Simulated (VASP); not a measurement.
# Mg (Pm-3m) in VASP: further runs

Runs on Mg. Level: LDA. Tasks: single point.

Everything below comes from runs of VASP 6.6.1. Logs are shortened: lines on timing, memory, paths and dates and some standing lists are left out, and cuts for length are marked.

### 1 The cell of the first run

The structure is cubic, space group Pm-3m (No. 221). Conventional cell: a = 3.035 Å, b = 3.035 Å, c = 3.035 Å, α = 90.00°, β = 90.00°, γ = 90.00°. Within 4.0 Å of Mg (site symmetry m-3m) lie 6 Mg at 3.03 Å.

### 2 Single point, LDA (volume scaled by 1.08)

Contents of INCAR:

```
SYSTEM = Mg
  ALGO = Normal
  EDIFF = 1E-7
  ENCUT = 520
  ISIF = 2
  ISMEAR = -1
  LASPH = .True.
  LCHARG = .False.
  LREAL = .False.
  LWAVE = .False.
  NBANDS = 7
  NELM = 60
  PREC = Accurate
  SIGMA = 0.1
```

Contents of KPOINTS:

```
k-points
0
Gamma
  12 12 12
  0 0 0
```

Contents of POSCAR:

```
Mg
1.0
    3.0349882843      0.0000000000      0.0000000000
    0.0000000000      3.0349882843      0.0000000000
    0.0000000000      0.0000000000      3.0349882843
Mg
1
Direct
    0.0000000000      0.0000000000      0.0000000000
```

Potentials or basis: VASP PAW LDA potentials, release 64 (Mg).

The run is started by

```console
> cat potpaw_LDA.64/Mg/POTCAR > POTCAR
> mpirun -np 1 vasp_std > vasp.out
```

OUTCAR:

```text
SYSTEM = Mg
   EDIFF = 1E-7
   ENCUT = 520
   ISIF = 2
   ISMEAR = -1
   LASPH = .True.
   LREAL = .False.
   NELM = 60
   PREC = Accurate

 ion  position               nearest neighbor table
   1  0.000  0.000  0.000-

  LATTYP: Found a simple cubic cell.
 ALAT       =     3.0349882843

  Lattice vectors:

 A1 = (   3.0349882843,   0.0000000000,   0.0000000000)
 A2 = (   0.0000000000,   3.0349882843,   0.0000000000)
 A3 = (   0.0000000000,   0.0000000000,   3.0349882843)

Analysis of symmetry for initial positions (statically):
=====================================================================
 Subroutine PRICEL returns:
 Original cell was already a primitive cell.

 Routine SETGRP: Setting up the symmetry group for a
 simple cubic supercell.

 Subroutine GETGRP returns: Found 48 space group operations
 (whereof 48 operations were pure point group operations)
 out of a pool of 48 trial point group operations.

The static configuration has the point symmetry O_h .

Analysis of symmetry for dynamics (positions and initial velocities):
=====================================================================
 Subroutine PRICEL returns:
 Original cell was already a primitive cell.

 Routine SETGRP: Setting up the symmetry group for a
 simple cubic supercell.

 Subroutine GETGRP returns: Found 48 space group operations
 (whereof 48 operations were pure point group operations)
 out of a pool of 48 trial point group operations.

The dynamic configuration has the point symmetry O_h .

 Subroutine INISYM returns: Found 48 space group operations
 (whereof 48 operations are pure point group operations),
 and found     1 'primitive' translations

----------------------------------------------------------------------------------------

                                     Primitive cell

  volume of cell :      27.9557

  direct lattice vectors                    reciprocal lattice vectors
     3.034988284  0.000000000  0.000000000     0.329490563  0.000000000  0.000000000
     0.000000000  3.034988284  0.000000000     0.000000000  0.329490563  0.000000000
     0.000000000  0.000000000  3.034988284     0.000000000  0.000000000  0.329490563

  length of vectors
     3.034988284  3.034988284  3.034988284     0.329490563  0.329490563  0.329490563

  position of ions in fractional coordinates (direct lattice)
     0.000000000  0.000000000  0.000000000

  ion indices of the primitive-cell ions
   primitive index   ion index
                 1           1

----------------------------------------------------------------------------------------

 KPOINTS: k-points

Automatic generation of k-mesh.
 Grid dimensions read from file:
 generate k-points for:   12   12   12

 Generating k-lattice:

  Cartesian coordinates                     Fractional coordinates (reciprocal lattice)
     0.027457547  0.000000000  0.000000000     0.083333333  0.000000000  0.000000000
     0.000000000  0.027457547  0.000000000     0.000000000  0.083333333  0.000000000
     0.000000000  0.000000000  0.027457547     0.000000000  0.000000000  0.083333333

  Length of vectors
     0.027457547  0.027457547  0.027457547

  Shift w.r.t. Gamma in fractional coordinates (k-lattice)
     0.000000000  0.000000000  0.000000000

 Subroutine IBZKPT returns following result:
 ===========================================

 Found     84 irreducible k-points:

 Following reciprocal coordinates:
            Coordinates               Weight
  0.000000  0.000000  0.000000      1.000000
  0.083333  0.000000  0.000000      6.000000
  0.166667  0.000000  0.000000      6.000000
  0.250000  0.000000  0.000000      6.000000
  0.333333  0.000000  0.000000      6.000000
  0.416667  0.000000  0.000000      6.000000
[... 16 lines left out ...]
  0.333333  0.333333  0.000000     12.000000
  0.416667  0.333333  0.000000     24.000000
 [... further k-points ...]
   k-points           NKPTS =     84   k-points in BZ     NKDIM =     84   number of bands    NBANDS=      7
   number of dos      NEDOS =    301   number of ions     NIONS =      1
   total plane-waves  NPLWV =  13824
   dimension x,y,z NGX =    24 NGY =   24 NGZ =   24
   dimension x,y,z NGXF=    48 NGYF=   48 NGZF=   48
   ions per type =               1
   NGX,Y,Z   is equivalent  to a cutoff of  13.15, 13.15, 13.15 a.u.
   NGXF,Y,Z  is equivalent  to a cutoff of  26.29, 26.29, 26.29 a.u.
 SYSTEM =  Mg
   PREC   = accura    normal or accurate (medium, high low for compatibility)
   ISTART =      0    job   : 0-new  1-cont  2-samecut
   ICHARG =      2    charge: 1-file 2-atom 10-const
   ISPIN  =      1    spin polarized calculation?
   LNONCOLLINEAR =      F non collinear calculations
   LSORBIT =      F    spin-orbit coupling
   LASPH  =      T    aspherical Exc in radial PAW
   ENCUT  =  520.0 eV  38.22 Ry    6.18 a.u.   5.64  5.64  5.64*2*pi/ulx,y,z
   NELM   =     60;   NELMIN=  2; NELMDL= -5     # of ELM steps
   EDIFF  = 0.1E-06   stopping-criterion for ELM
   LREAL  =      F    real-space projection
   EDIFFG = 0.1E-05   stopping-criterion for IOM
   NSW    =      0    number of steps for IOM
   IBRION =     -1    ionic relax: 0-MD 1-quasi-New 2-CG
   NFREE  =      0    steps in history (QN), initial steepest desc. (CG)
   ISIF   =      2    stress and relaxation
   ISYM   =      2    0-nonsym 1-usesym 2-fastsym
   POTIM  = 0.5000    time-step for ionic-motion
   TEBEG  =    0.0;   TEEND  =   0.0 temperature during run
   PSTRESS=    0.0 pullay stress
   NELECT =       2.0000    total number of electrons
   NUPDOWN=      -1.0000    fix difference up-down
   EMIN   =  10.00;   EMAX   =-10.00  energy-range for DOS
   EFERMI =   0.00;   METHOD = LEGACY
   ISMEAR =    -1;   SIGMA  =   0.10  broadening in eV -4-tet -1-fermi 0-gaus
   EFERMI_NEDOS =   21; number of points for ismear=-14 and -15
   IALGO  =     38    algorithm
   IMIX   =      4    mixing-type and parameters
     AMIX     =   0.40;   BMIX     =  1.00
     AMIX_MAG =   1.60;   BMIX_MAG =  1.00
  volume/ion in A,a.u.               =      27.96       188.65
  Fermi-wavevector in a.u.,A,eV,Ry     =   0.679612  1.284281  6.284160  0.461873
  Thomas-Fermi vector in A             =   1.757861
   LORBIT       =      0    0 simple, 1 ext, 2 COOP (PROOUT), +10 PAW based schemes
   GGA     = CA    functional components
   LHFCALC =     F    Hartree Fock is set to
   AEXX    =    0.0000 exact exchange contribution
   IVDW    =     0    specifies the selected vdW correction
   LEPSILON=     F    determine dielectric tensor
   LRPA    =     F    only Hartree local field effects (RPA)
 non-spin polarized calculation
  energy-cutoff  :      520.00
  volume of cell :       27.96
 maximum number of plane-waves:       772
 NGX is ok and might be reduce to    24
   NGX = 11   NGY = 11   NGZ = 11

 number of electron       2.0000000 magnetization

 Free energy of the ion-electron system (eV)
  ---------------------------------------------------
  ext. energy  EPLUGINS =         0.00000000
  ---------------------------------------------------
  free energy    TOTEN  =        -1.40472838 eV

  energy without entropy =       -1.38847843  energy(sigma->0) =       -1.39660340

 E-fermi :   1.4187     XC(G=0):  -8.0234

 val. band max:        1.3809449179   @ k =   0.5000   0.3333   0.0833
 cond. band min:       1.4943447861   @ k =   0.5000   0.2500   0.2500
 fundamental gap:      0.1133998682
 Fermi energy:         1.4186720092

 k-point     1 :       0.0000    0.0000    0.0000
  band No.  band energies     occupation
      1      -4.6367      2.00000
      2       9.5295      0.00000
      3       9.5295      0.00000
      4      10.7602      0.00000
      5      10.7602      0.00000
      6      10.7602      0.00000
      7      15.1857      0.00000

 k-point     2 :       0.0833    0.0000    0.0000
  band No.  band energies     occupation
      1      -4.5238      2.00000
      2       8.0302      0.00000
      3       9.6278      0.00000
      4      10.8545      0.00000
      5      10.8545      0.00000
      6      11.9609      0.00000
      7      15.7437      0.00000

 k-point     3 :       0.1667    0.0000    0.0000
  band No.  band energies     occupation
      1      -4.1861      2.00000
      2       6.0454      0.00000
      3       9.9182      0.00000
      4      11.1378      0.00000
      5      11.1378      0.00000
      6      13.0775      0.00000
      7      17.3595      0.00000

 k-point     4 :       0.2500    0.0000    0.0000
  band No.  band energies     occupation
      1      -3.6263      2.00000
      2       4.1360      0.00000
      3      10.3829      0.00000
      4      11.6104      0.00000
      5      11.6104      0.00000
      6      13.9259      0.00000
      7      18.4801      0.00000

 k-point     5 :       0.3333    0.0000    0.0000
  band No.  band energies     occupation
      1      -2.8494      2.00000
      2       2.3740      0.00014
      3      10.9748      0.00000
      4      12.2722      0.00000
      5      12.2722      0.00000
      6      14.7531      0.00000
      7      16.8754      0.00000

 k-point     6 :       0.4167    0.0000    0.0000
  band No.  band energies     occupation
      1      -1.8669      2.00000
      2       0.7944      1.99612
      3      11.5653      0.00000
      4      13.1190      0.00000
      5      13.1190      0.00000
      6      15.4546      0.00000
      7      15.4546      0.00000

 k-point     7 :       0.5000    0.0000    0.0000
  band No.  band energies     occupation
      1      -0.9028      2.00000
      2      -0.3697      2.00000
      3      11.8478      0.00000
      4      13.9685      0.00000
      5      13.9685      0.00000
      6      14.4127      0.00000
      7      14.4127      0.00000

 k-point     8 :       0.0833    0.0833    0.0000
  band No.  band energies     occupation
      1      -4.4111      2.00000
      2       7.8141      0.00000
      3       8.5638      0.00000
      4      10.9489      0.00000
      5      11.2441      0.00000
      6      12.8809      0.00000
      7      16.1569      0.00000

 k-point     9 :       0.1667    0.0833    0.0000
  band No.  band energies     occupation
      1      -4.0736      2.00000
      2       6.1140      0.00000
      3       8.5972      0.00000
      4      11.2320      0.00000
      5      11.5968      0.00000
      6      14.1079      0.00000
      7      17.5087      0.00000

 k-point    10 :       0.2500    0.0833    0.0000
  band No.  band energies     occupation
      1      -3.5143      2.00000
      2       4.2315      0.00000
      3       9.0618      0.00000
      4      11.7042      0.00000
      5      12.0708      0.00000
      6      14.9637      0.00000
      7      17.0023      0.00000

 k-point    11 :       0.3333    0.0833    0.0000
  band No.  band energies     occupation
      1      -2.7379      2.00000
      2       2.4770      0.00005
      3       9.7134      0.00000
      4      12.3651      0.00000
      5      12.6242      0.00000
      6      15.3080      0.00000
      7      15.8797      0.00000
[... 51 lines left out ...]
 k-point    17 :       0.4167    0.1667    0.0000
  band No.  band energies     occupation
      1      -1.4246      2.00000
      2       1.2165      1.76617
      3       8.6519      0.00000
      4      11.2116      0.00000
      5      13.4834      0.00000
      6      14.7877      0.00000
      7      15.8112      0.00000

 k-point    18 :       0.5000    0.1667    0.0000
  band No.  band energies     occupation
      1      -0.4519      2.00000
      2       0.0467      2.00000
      3       9.3035      0.00000
      4      10.4345      0.00000
      5      14.3029      0.00000
      6      14.8046      0.00000
      7      15.3177      0.00000

 k-point    19 :       0.2500    0.2500    0.0000
  band No.  band energies     occupation
      1      -2.6234      2.00000
      2       4.5943      0.00000
      3       5.6817      0.00000
      4      12.0033      0.00000
      5      12.4534      0.00000
      6      14.2569      0.00000
      7      18.6936      0.00000

 k-point    20 :       0.3333    0.2500    0.0000
  band No.  band energies     occupation
      1      -1.8520      2.00000
      2       3.2627      0.00000
      3       5.9757      0.00000
      4      10.7526      0.00000
      5      13.1065      0.00000
      6      14.5682      0.00000
      7      17.5537      0.00000

 k-point    21 :       0.4167    0.2500    0.0000
  band No.  band energies     occupation
      1      -0.8755      2.00000
      2       1.7368      0.07978
      3       6.8242      0.00000
      4       9.3695      0.00000
      5      13.9355      0.00000
      6      15.3829      0.00000
      7      16.2350      0.00000

 k-point    22 :       0.5000    0.2500    0.0000
  band No.  band energies     occupation
      1       0.1064      2.00000
      2       0.5640      1.99961
      3       7.5896      0.00000
      4       8.4199      0.00000
      5      14.7223      0.00000
      6      15.2745      0.00000
      7      16.1173      0.00000

 k-point    23 :       0.3333    0.3333    0.0000
  band No.  band energies     occupation
      1      -1.0853      2.00000
      2       3.5832      0.00000
      3       4.6410      0.00000
      4       9.1401      0.00000
      5      13.7498      0.00000
      6      15.2501      0.00000
      7      17.6344      0.00000

 k-point    24 :       0.4167    0.3333    0.0000
  band No.  band energies     occupation
      1      -0.1146      2.00000
      2       2.4349      0.00008
      3       5.1424      0.00000
      4       7.6596      0.00000
      5      14.5605      0.00000
      6      16.1763      0.00000
      7      16.7465      0.00000

 [... further k-points ...]
[... 5 lines left out ...]
  --------------------------------------------------------------------------------------
  -------------------------------------------------------------------------------------
  Total       -0.3166451     -0.3166451     -0.3166451      0.0000000     -0.0000000      0.0000000
  in kB      -18.1473145    -18.1473145    -18.1473145      0.0000000     -0.0000000      0.0000000
  external PRESSURE =     -18.1473145 kB  Pullay stress =       0.0000000 kB

 VOLUME and BASIS-vectors are now :
 -----------------------------------------------------------------------------
  energy-cutoff  :      520.00
  volume of cell :       27.96
      direct lattice vectors                 reciprocal lattice vectors
     3.034988284  0.000000000  0.000000000     0.329490563  0.000000000  0.000000000
     0.000000000  3.034988284  0.000000000     0.000000000  0.329490563  0.000000000
     0.000000000  0.000000000  3.034988284     0.000000000  0.000000000  0.329490563

 POSITION                                       TOTAL-FORCE (eV/Angst)
 -----------------------------------------------------------------------------------
      0.00000      0.00000      0.00000         0.000000      0.000000      0.000000
 -----------------------------------------------------------------------------------
    total drift:                                0.000000      0.000000      0.000000

  FREE ENERGIE OF THE ION-ELECTRON SYSTEM (eV)
  ---------------------------------------------------
  free  energy   TOTEN  =        -1.4047283750 eV

  energy  without entropy=       -1.3884784283  energy(sigma->0) =       -1.39660340
```

It took 5.9 s on 1 thread of Intel Xeon 6975P-C, shared host; peak memory 0.13 GiB.

What came out:

```yaml
Free_energy: -1.4047 eV
Pressure: -1.8 GPa
Band_gap_on_the_k_mesh: zero (band 1 reaches 5.85 eV, above the bottom of band 2 at -0.37 eV)
```

### 3 Single point, LDA (volume scaled by 1.12)

Contents of INCAR:

```
PREC = Accurate ; ENCUT = 520
EDIFF = 1E-6 ; ISMEAR = -1
SIGMA = 0.1 ; LREAL = F
LASPH = T ; NELM = 100
ALGO = Normal ; ISIF = 2
LWAVE = F ; LCHARG = T
GGA = CA ; LELF = T
LVHAR = T ; NBANDS = 7
```

Contents of KPOINTS:

```
Automatic mesh
0
Gamma
  12 12 12
```

Contents of POSCAR:

```
Mg
1.0
    3.0720039846      0.0000000000      0.0000000000
    0.0000000000      3.0720039846      0.0000000000
    0.0000000000      0.0000000000      3.0720039846
Mg
1
Direct
    0.0000000000      0.0000000000      0.0000000000
```

Potentials or basis: VASP PAW LDA potentials, release 64 (Mg).

The run is started by

```console
> cat potpaw_LDA.64/Mg/POTCAR > POTCAR
> mpirun -np 1 vasp_std > vasp.out
```

Wall time 5.3 s (1 thread of Intel Xeon 6975P-C, shared host); peak memory 0.13 GiB.

Results (log left out):

```
Free energy            : -1.3910 eV
Pressure               : -2.4 GPa
Band gap on the k mesh : zero (band 1 reaches 5.56 eV, above the bottom of band 2 at -0.45 eV)
```

Levels at points of the mesh, in eV from the Fermi level:
| k point | band 1 | band 2 | band 3 | band 4 | band 5 | band 6 |
| --- | --- | --- | --- | --- | --- | --- |
| (0.00, 0.00, 0.00) | -5.92 | 7.99 | 7.99 | 9.09 | 9.09 | 9.09 |
| (0.50, 0.00, 0.00) | -2.31 | -1.72 | 10.24 | 12.18 | 12.18 | 12.76 |
| (0.50, 0.50, 0.00) | 1.33 | 1.33 | 1.77 | 2.87 | 15.06 | 15.06 |
| (0.50, 0.50, 0.50) | 4.29 | 4.29 | 4.29 | 5.73 | 5.73 | 5.73 |
